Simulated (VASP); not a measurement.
## Cr: single point with revPBE

Cr:

```
Cr
1.0
     2.56288    0.00000    0.00000
    -1.28144    2.21952    0.00000
     0.00000    0.00000    4.59560
Cr
2
Direct
  0.33333 0.66667 0.25000
  0.66667 0.33333 0.75000
```

This cell differs from its parent crystal: volume scaled by 1.08.

* Program: VASP 6.6.1
* Task: single point
* Functional: revPBE
* Potentials or basis: VASP PAW PBE potentials, release 64 (Cr_pv)
* Cutoff: 520 eV
* k mesh: 16 × 16 × 8
* Occupations: fermi-dirac, width 0.05 eV
* Spin: collinear spin, antiferromagnetic start
* Starting moments: [1.5, -1.5] μB

| Property | Result |
| --- | --- |
| Pressure | -15.0 GPa |
| Band gap on the k mesh | zero (filled and empty bands overlap) |
| Net moment | 0.00 μB per cell |
| Valence electrons inside the program's atomic spheres | Cr 10.85 |

Stress tensor (GPa, compression positive):
```
-15.65   0.00   0.00
  0.00 -15.65   0.00
  0.00   0.00 -13.71
```

Levels at points of the mesh, in eV from the Fermi level:
Spin up:
| k point | band 10 | band 11 | band 12 | band 13 | band 14 | band 15 |
| --- | --- | --- | --- | --- | --- | --- |
| (0.00, 0.00, 0.00) | -0.35 | -0.29 | -0.29 | 0.00 | 0.00 | 0.96 |
| (0.50, 0.00, 0.00) | -0.82 | -0.61 | -0.28 | -0.09 | 2.00 | 2.48 |
| (0.00, 0.00, 0.50) | -1.44 | -0.26 | -0.26 | -0.26 | -0.26 | 1.58 |
| (0.50, 0.00, 0.50) | -2.16 | 0.85 | 0.85 | 1.10 | 1.10 | 2.53 |
Spin down:
| k point | band 9 | band 10 | band 11 | band 12 | band 13 | band 14 | band 15 | band 16 |
| --- | --- | --- | --- | --- | --- | --- | --- | --- |
| (0.00, 0.00, 0.00) | -1.08 | -0.35 | -0.29 | -0.29 | 0.00 | 0.00 | 0.96 | 0.96 |
| (0.50, 0.00, 0.00) | -2.96 | -0.82 | -0.61 | -0.28 | -0.09 | 2.00 | 2.48 | 2.58 |
| (0.00, 0.00, 0.50) | -1.44 | -1.44 | -0.26 | -0.26 | -0.26 | -0.26 | 1.58 | 1.58 |
| (0.50, 0.00, 0.50) | -2.16 | -2.16 | 0.85 | 0.85 | 1.10 | 1.10 | 2.53 | 2.53 |

Wall time 2.2 min on 1 thread of Intel Xeon 6975P-C, with other jobs on the host, peak memory 0.24 GiB.

Caveat: the starting moments collapsed, and a magnetic state may lie lower; the PAW data sets were made with another functional, which shifts forces and pressure a little.
